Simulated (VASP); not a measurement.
# HfO2 (fluorite type) (Fm-3m) in VASP: a series of runs

Runs on HfO2 (fluorite type). Level: PBE. Tasks: single point, relaxation of cell and atoms.

All numbers are computed with VASP 6.6.1; they aren't measurements. Logs are shortened: lines on timing, memory, paths and dates and some standing lists are left out, and cuts for length are marked.

## (1) The cell of the first run

The structure is cubic, space group Fm-3m (No. 225). The conventional cell has a = 4.534 Å, b = 4.534 Å, c = 4.534 Å, α = 90.00°, β = 90.00°, γ = 90.00°. Hf (site symmetry m-3m) has 8 O at 1.96 Å within 2.6 Å. Within 2.6 Å of O (site symmetry -43m) lie 4 Hf at 1.96 Å and 6 O at 2.27 Å.

## (2) Single point, PBE

File INCAR:

```
ALGO     = Normal         # electronic algorithm
EDIFF    = 1E-6           # SCF threshold, eV
ENCUT    = 520            # plane-wave cutoff, eV
GGA      = PE             # functional
ISIF     = 2              # what is computed and relaxed
ISMEAR   = -1             # smearing method
LASPH    = True           # aspherical terms in the spheres
LCHARG   = False          # write CHGCAR
LREAL    = False          # projectors in reciprocal space
LWAVE    = False          # write WAVECAR
NBANDS   = 18             # bands
NELM     = 100            # most SCF steps
PREC     = Accurate       # precision mode
SIGMA    = 0.05           # smearing width, eV
```

File KPOINTS:

```
k-points
0
Gamma
  12 12 12
```

File POSCAR:

```
HfO2
1.0
    0.0000000000      2.2669846846      2.2669846846
    2.2669846846      0.0000000000      2.2669846846
    2.2669846846      2.2669846846      0.0000000000
Hf O
1 2
Direct
    0.0000000000      0.0000000000      0.0000000000
    0.2500000000      0.2500000000      0.2500000000
    0.7500000000      0.7500000000      0.7500000000
```

Potentials or basis: VASP PAW PBE potentials, release 64 (Hf_pv, O).

The run is started by

```
> cat potpaw_PBE.64/Hf_pv/POTCAR potpaw_PBE.64/O/POTCAR > POTCAR
> mpirun -np 1 vasp_std > vasp.out
```

OUTCAR:

```text
EDIFF = 1E-6
   ENCUT = 520
   GGA = PE
   ISIF = 2
   ISMEAR = -1
   LASPH = True
   LREAL = False
   NELM = 100
   PREC = Accurate

 ion  position               nearest neighbor table
   1  0.000  0.000  0.000-   3 1.96   3 1.96   3 1.96   2 1.96   2 1.96   2 1.96   3 1.96   2 1.96

   2  0.250  0.250  0.250-   1 1.96   1 1.96   1 1.96   1 1.96
   3  0.750  0.750  0.750-   1 1.96   1 1.96   1 1.96   1 1.96

  LATTYP: Found a face centered cubic cell.
 ALAT       =     4.5339693692

  Lattice vectors:

 A1 = (   0.0000000000,   2.2669846846,   2.2669846846)
 A2 = (   2.2669846846,   0.0000000000,   2.2669846846)
 A3 = (   2.2669846846,   2.2669846846,   0.0000000000)

Analysis of symmetry for initial positions (statically):
=====================================================================
 Subroutine PRICEL returns:
 Original cell was already a primitive cell.

 Routine SETGRP: Setting up the symmetry group for a
 face centered cubic supercell.

 Subroutine GETGRP returns: Found 48 space group operations
 (whereof 48 operations were pure point group operations)
 out of a pool of 48 trial point group operations.

The static configuration has the point symmetry O_h .

Analysis of symmetry for dynamics (positions and initial velocities):
=====================================================================
 Subroutine PRICEL returns:
 Original cell was already a primitive cell.

 Routine SETGRP: Setting up the symmetry group for a
 face centered cubic supercell.

 Subroutine GETGRP returns: Found 48 space group operations
 (whereof 48 operations were pure point group operations)
 out of a pool of 48 trial point group operations.

The dynamic configuration has the point symmetry O_h .

 Subroutine INISYM returns: Found 48 space group operations
 (whereof 48 operations are pure point group operations),
 and found     1 'primitive' translations

----------------------------------------------------------------------------------------

                                     Primitive cell

  volume of cell :      23.3011

  direct lattice vectors                    reciprocal lattice vectors
     0.000000000  2.266984685  2.266984685    -0.220557291  0.220557291  0.220557291
     2.266984685  0.000000000  2.266984685     0.220557291 -0.220557291  0.220557291
     2.266984685  2.266984685  0.000000000     0.220557291  0.220557291 -0.220557291

[... 82 lines left out ...]
   LASPH  =      T    aspherical Exc in radial PAW
   ENCUT  =  520.0 eV  38.22 Ry    6.18 a.u.   5.96  5.96  5.96*2*pi/ulx,y,z
   NELM   =    100;   NELMIN=  2; NELMDL= -5     # of ELM steps
   EDIFF  = 0.1E-05   stopping-criterion for ELM
   LREAL  =      F    real-space projection
   EDIFFG = 0.1E-04   stopping-criterion for IOM
   NSW    =      0    number of steps for IOM
   IBRION =     -1    ionic relax: 0-MD 1-quasi-New 2-CG
   NFREE  =      0    steps in history (QN), initial steepest desc. (CG)
   ISIF   =      2    stress and relaxation
   ISYM   =      2    0-nonsym 1-usesym 2-fastsym
   POTIM  = 0.5000    time-step for ionic-motion
   TEBEG  =    0.0;   TEEND  =   0.0 temperature during run
   PSTRESS=    0.0 pullay stress
   NELECT =      22.0000    total number of electrons
   NUPDOWN=      -1.0000    fix difference up-down
   EMIN   =  10.00;   EMAX   =-10.00  energy-range for DOS
   EFERMI =   0.00;   METHOD = LEGACY
   ISMEAR =    -1;   SIGMA  =   0.05  broadening in eV -4-tet -1-fermi 0-gaus
   EFERMI_NEDOS =   21; number of points for ismear=-14 and -15
   IALGO  =     38    algorithm
   IMIX   =      4    mixing-type and parameters
     AMIX     =   0.40;   BMIX     =  1.00
     AMIX_MAG =   1.60;   BMIX_MAG =  1.00
  volume/ion in A,a.u.               =       7.77        52.41
  Fermi-wavevector in a.u.,A,eV,Ry     =   1.606043  3.034981 35.094511  2.579374
  Thomas-Fermi vector in A             =   2.702293
   LORBIT       =      0    0 simple, 1 ext, 2 COOP (PROOUT), +10 PAW based schemes
   GGA     = PE    functional components
   LHFCALC =     F    Hartree Fock is set to
   AEXX    =    0.0000 exact exchange contribution
   IVDW    =     0    specifies the selected vdW correction
   LEPSILON=     F    determine dielectric tensor
   LRPA    =     F    only Hartree local field effects (RPA)
 non-spin polarized calculation
  energy-cutoff  :      520.00
  volume of cell :       23.30
 maximum number of plane-waves:       642
   NGX = 11   NGY = 11   NGZ = 11

 number of electron      22.0000016 magnetization

 Free energy of the ion-electron system (eV)
  ---------------------------------------------------
  ext. energy  EPLUGINS =         0.00000000
  ---------------------------------------------------
  free energy    TOTEN  =       -26.46985853 eV

  energy without entropy =      -26.46985853  energy(sigma->0) =      -26.46985853

 E-fermi :   8.4966     XC(G=0): -13.7433

 val. band max:        7.5820108650   @ k =   0.5000   0.5000   0.0000
 cond. band min:      12.0666981825   @ k =   0.0000   0.0000   0.0000
 fundamental gap:      4.4846873174
 Fermi energy:         8.4966002210

 k-point     1 :       0.0000    0.0000    0.0000
  band No.  band energies     occupation
      1     -20.7595      2.00000
      2     -20.7595      2.00000
      3     -20.7595      2.00000
      4     -13.4769      2.00000
      5      -8.5568      2.00000
      6      -0.2376      2.00000
[... 481 lines left out ...]
      5      -8.9538      2.00000
      6       0.9555      2.00000
[... 10 lines left out ...]
     17      20.9043      0.00000
     18      22.9983      0.00000

 [... further k-points ...]

------------------------ aborting loop because EDIFF is reached ----------------------------------------

  FORCE on cell =-STRESS in cart. coord.  units (eV):
  Direction    XX          YY          ZZ          XY          YZ          ZX
  --------------------------------------------------------------------------------------
  -------------------------------------------------------------------------------------
  Total       25.2061908     25.2061908     25.2061908     -0.0000000      0.0000000     -0.0000000
  in kB     1733.1735330   1733.1735330   1733.1735330     -0.0000000      0.0000000     -0.0000000
  external PRESSURE =    1733.1735330 kB  Pullay stress =       0.0000000 kB

 VOLUME and BASIS-vectors are now :
 -----------------------------------------------------------------------------
  energy-cutoff  :      520.00
  volume of cell :       23.30
      direct lattice vectors                 reciprocal lattice vectors
     0.000000000  2.266984685  2.266984685    -0.220557291  0.220557291  0.220557291
     2.266984685  0.000000000  2.266984685     0.220557291 -0.220557291  0.220557291
     2.266984685  2.266984685  0.000000000     0.220557291  0.220557291 -0.220557291

 POSITION                                       TOTAL-FORCE (eV/Angst)
 -----------------------------------------------------------------------------------
      0.00000      0.00000      0.00000         0.000000      0.000000      0.000000
      1.13349      1.13349      1.13349         0.000000     -0.000000      0.000000
      3.40048      3.40048      3.40048        -0.000000      0.000000     -0.000000
 -----------------------------------------------------------------------------------
    total drift:                               -0.000000      0.000000      0.000000

  FREE ENERGIE OF THE ION-ELECTRON SYSTEM (eV)
  ---------------------------------------------------
  free  energy   TOTEN  =       -26.4698585296 eV

  energy  without entropy=      -26.4698585296  energy(sigma->0) =      -26.46985853
```

stdout:

```text
POSCAR found type information on POSCAR HfO
 POSCAR found :  2 types and       3 ions
 scaLAPACK will be used
 LDA part: xc-table for (Slater+PW92), standard interpolation
 POSCAR, INCAR and KPOINTS ok, starting setup
 FFT: planning ... GRIDC
 FFT: planning ... GRID_SOFT
 FFT: planning ... GRID
 WAVECAR not read
 entering main loop
```

Wall time 11 s (1 thread of Intel Xeon 6975P-C (Granite Rapids), shared host); peak memory 0.15 GiB.

Results:

| Item | Value |
| --- | --- |
| Free energy | -26.4699 eV |
| Pressure | 173.3 GPa |
| Band gap on the k mesh | 4.48 eV, indirect (least direct gap 4.70 eV) |

Levels at points of the mesh, in eV from the valence-band top:
```
           k point  band 7  band 8  band 9  band 10  band 11  band 12  band 13  band 14  band 15  band 16
(0.00, 0.00, 0.00)   -7.82   -7.82   -0.80    -0.80    -0.80     4.48     4.48     8.53    15.33    15.33
(0.50, 0.00, 0.00)   -6.43   -3.50   -3.45    -2.11    -2.11     5.77     5.77    10.08    10.70    13.47
(0.50, 0.50, 0.00)   -4.01   -4.01   -2.22    -2.22     0.00     4.70     7.35    10.28    11.44    11.44
```

Caveat: spin-orbit coupling is left out, which moves the levels of the heavy elements. A k mesh can miss the band edges.

## (3) Single point, PBE

File INCAR:

```
SYSTEM = HfO2
PREC     = Accurate       ! precision mode
ENCUT    = 520            ! plane-wave cutoff, eV
EDIFF    = 1E-7           ! SCF threshold, eV
ISMEAR   = -1             ! smearing method
SIGMA    = 0.05           ! smearing width, eV
LREAL    = .FALSE.        ! projectors in reciprocal space
LASPH    = .TRUE.         ! aspherical terms in the spheres
NELM     = 60             ! most SCF steps
ALGO     = Normal         ! electronic algorithm
ISIF     = 2              ! what is computed and relaxed
LWAVE    = .FALSE.        ! write WAVECAR
LCHARG   = .TRUE.         ! write CHGCAR
GGA      = PE             ! functional
LELF     = .TRUE.         ! ELF
LVHAR    = .TRUE.       
NBANDS   = 18             ! bands
```

File KPOINTS:

```
Automatic mesh
0
G
  12 12 12
  0 0 0
```

File POSCAR:

```
HfO2
1.0
    0.0000000000      2.2672547452      2.2672547452
    2.2672547452      0.0000000000      2.2672547452
    2.2672547452      2.2672547452      0.0000000000
Hf O
1 2
Direct
    0.0000000000      0.0000000000      0.0000000000
    0.2500000000      0.2500000000      0.2500000000
    0.7500000000      0.7500000000      0.7500000000
```

Potentials or basis: VASP PAW PBE potentials, release 64 (Hf_pv, O).

The run is started by

```
> cat potpaw_PBE.64/Hf_pv/POTCAR potpaw_PBE.64/O/POTCAR > POTCAR
> mpirun -np 1 vasp_std > vasp.out
```

Run time: 11 s. Hardware: 1 thread of Intel Xeon 6975P-C (Granite Rapids), shared host; peak memory 0.16 GiB.

The run converged. Its results:

```
Free energy            : -26.4789 eV
Pressure               : 173.0 GPa
Band gap on the k mesh : 4.48 eV, indirect (least direct gap 4.70 eV)
```

Levels at points of the mesh, in eV from the valence-band top:
```tsv
k point	band 9	band 10	band 11	band 12	band 13	band 14
(0.00, 0.00, 0.00)	-0.80	-0.80	-0.80	4.48	4.48	8.52
(0.50, 0.00, 0.00)	-3.45	-2.11	-2.11	5.77	5.77	10.08
(0.50, 0.50, 0.00)	-2.22	-2.22	0.00	4.70	7.34	10.28
```

Caveat: spin-orbit coupling is left out, which moves the levels of the heavy elements.

(Part 1 of 3 ends here.)
